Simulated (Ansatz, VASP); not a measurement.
**ZrB2: VASP beside Ansatz**

File INCAR:

```
SYSTEM = ZrB2
PREC = Accurate
ENCUT = 520
EDIFF = 1E-6
ISMEAR = 1
SIGMA = 0.15
LREAL = .FALSE.
LASPH = .TRUE.
NELM = 100
ALGO = Normal
ISIF = 2
LWAVE = .FALSE.
LCHARG = .FALSE.
GGA = PS
NBANDS = 16
```

File KPOINTS:

```
regular mesh
0
G
  10 10 8
  0 0 0
```

File POSCAR:

```
ZrB2
1.0
    3.2321726471      0.0000000000      0.0000000000
   -1.6160863235      2.7991441010      0.0000000000
    0.0000000000      0.0000000000      3.6022921016
Zr B
1 2
Direct
    0.0000000000      0.0000000000      0.0000000000
    0.3333333333      0.6666666667      0.5000000000
    0.6666666667      0.3333333333      0.5000000000
```

Input for Ansatz:

```yaml
crystal:
  lattice:
    - [3.2321726470784258, 0.0, 0.0]
    - [-1.6160863235392129, 2.7991441010085327, 0.0]
    - [0.0, 0.0, 3.60229210161769]
  atoms:
    - { symbol: Zr, position: [0.0, 0.0, 0.0] }
    - { symbol: B, position: [0.3333333333333333, 0.6666666666666666, 0.5] }
    - { symbol: B, position: [0.6666666666666666, 0.3333333333333333, 0.5] }
basis:
  ecutwfc: 500.0
kpoints:
  mp_grid:
    grid: [10, 10, 8]
hamiltonian:
  xc: pbesol
scf:
  convergence:
    dr2_threshold: 1.0e-09
  occupations:
    method: methfessel_paxton
    width: 0.15
output:
  stress: true
```

Alike in both runs: task single point; functional PBEsol; k mesh 10 × 10 × 8; occupations methfessel-paxton of order 1, width 0.15 eV; no spin polarisation.

|  | VASP | Ansatz |
| --- | --- | --- |
| version | VASP 6.6.1 | Ansatz 0.2.0 |
| potentials or method | VASP PAW PBE potentials, release 64 (Zr_sv, B), cutoff 520 eV | plane waves, PAW |
| valence electrons in the cell | 18 | 18 |

|  | VASP | Ansatz | Ansatz less VASP |
| --- | --- | --- | --- |
| pressure (GPa) | -16.0 | -16.3 | -0.27 |
| traceless stress, the component that is largest in VASP (GPa) | 0.82 | 0.84 | +0.013 |

VASP's potentials were made for PBE, not for PBEsol. Ansatz's warnings: stress scf threshold loose.
